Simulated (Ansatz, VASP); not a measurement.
## Two plane-wave programs on Al

```
CELL_PARAMETERS angstrom
0.00000 2.01995 2.01995
2.01995 0.00000 2.01995
2.01995 2.01995 0.00000
ATOMIC_POSITIONS crystal
Al 0.00000 0.00000 0.00000
```

Alike in both runs: functional PBE; k mesh 24 × 24 × 24; occupations gaussian, width 0.1 eV; no spin polarisation.

Ansatz relaxed the structure, and its values are those at the end. VASP's run is a single point on that final structure, the one shown.

|  | VASP | Ansatz |
| --- | --- | --- |
| version | VASP 6.6.1 | Ansatz 0.2.0 |
| potentials or method | VASP PAW PBE potentials, release 64 (Al), cutoff 520 eV | scalar-relativistic, plane waves, PAW |
| valence electrons in the cell | 3 | 3 |

```tsv
	VASP	Ansatz	Ansatz less VASP
gap on the k mesh at the Fermi level (eV)	none	none	-
pressure (GPa)	0.0	0.0	+0.04
```

A gap of «none» marks a metal or a gap that the smearing closes. With one functional, cell and mesh, what is left measures potentials, basis and numerics.
